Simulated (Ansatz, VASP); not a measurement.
## One calculation of SnTe, two programs

INCAR

```
SYSTEM = SnTe
ALGO     = Normal         ! electronic algorithm
EDIFF    = 1E-6           ! SCF threshold, eV
ENCUT    = 520            ! plane-wave cutoff, eV
GGA      = PE             ! functional
ISIF     = 2              ! what is computed and relaxed
ISMEAR   = 0              ! smearing method
LASPH    = .TRUE.         ! aspherical terms in the spheres
LCHARG   = .FALSE.        ! write CHGCAR
LREAL    = .FALSE.        ! projectors in reciprocal space
LWAVE    = .FALSE.        ! write WAVECAR
NBANDS   = 17             ! bands
NELM     = 60             ! most SCF steps
PREC     = Accurate       ! precision mode
SIGMA    = 0.03           ! smearing width, eV
```

Contents of KPOINTS:

```
k-points
0
G
  10 10 10
  0 0 0
```

File POSCAR:

```
SnTe
1.0
    0.0000000000      3.2196300000      3.1565000000
    3.2196300000      0.0000000000      3.1565000000
    3.2196300000      3.2196300000      0.0000000000
Sn Te
1 1
Direct
    0.0000000000      0.0000000000      0.0000000000
    0.5000000000      0.5000000000      0.5000000000
```

Input for Ansatz:

```yaml
crystal:
  lattice:
    - [0.0, 3.21963, 3.1565]
    - [3.21963, 0.0, 3.1565]
    - [3.21963, 3.21963, 0.0]
  atoms:
    - { symbol: Sn, position: [0.0, 0.0, 0.0] }
    - { symbol: Te, position: [0.5, 0.5, 0.5] }
basis:
  ecutwfc: 420
kpoints:
  mp_grid: { grid: [10, 10, 10] }
hamiltonian:
  xc: pbe
scf:
  occupations: { method: gaussian, width: 0.03 }
output:
  forces: true
  stress: true
  eigenvalues: true
```

Change from the starting cell: strain +0.0200 x Voigt [1, 1, 0, 0, 0, 0], atoms carried along.

Alike in both runs: task single point; functional PBE; k mesh 10 × 10 × 10; occupations gaussian, width 0.03 eV; no spin polarisation.

|  | VASP | Ansatz |
| --- | --- | --- |
| version | VASP 6.6.1 | Ansatz 0.2.0 |
| potentials or method | VASP PAW PBE potentials, release 64 (Sn_d, Te), cutoff 520 eV | scalar-relativistic, plane waves, PAW |
| valence electrons in the cell | 20 | 30 |

|  | VASP | Ansatz | Ansatz less VASP |
| --- | --- | --- | --- |
| gap on the k mesh at the Fermi level (eV) | 0.01 | 0.01 | 0.000 |
| least direct gap on the mesh (eV) | 0.01 | 0.01 | 0.000 |
| pressure (GPa) | 0.2 | 0.3 | +0.07 |
| traceless stress, the component that is largest in VASP (GPa) | 1.57 | 1.57 | -0.001 |

VASP's potentials hold 20 valence electrons a cell and Ansatz's 30, so a difference there can come from the potentials and not from the codes.

Spin-orbit coupling is off throughout.
